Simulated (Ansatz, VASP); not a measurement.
## Two plane-wave programs on Zn

```
CELL_PARAMETERS angstrom
2.52259 0.00000 0.00000
0.00000 2.52259 0.00000
0.00000 0.00000 2.52259
ATOMIC_POSITIONS crystal
Zn 0.00000 0.00000 0.00000
```

Alike in both runs: task single point; functional LDA; k mesh 12 × 12 × 12; occupations fermi-dirac, width 0.1 eV; non-collinear spin, spin-orbit coupling.

```csv
,VASP,Ansatz
version,VASP 6.6.1,Ansatz 0.2.0
potentials or method,"VASP PAW LDA potentials, release 64 (Zn), cutoff 500 eV","plane waves (420 eV) with PAW, fully relativistic with spin-orbit coupling"
valence electrons in the cell,12,12
```

|  | VASP | Ansatz | Ansatz less VASP |
| --- | --- | --- | --- |
| net moment per atom (μB) | 0.00 | 0.00 | 0.000 |

Ansatz warns that its potentials were made for another functional, while VASP's fit it. LDA's correlation is that of Perdew and Zunger in VASP and of Perdew and Wang (1992) in Ansatz.
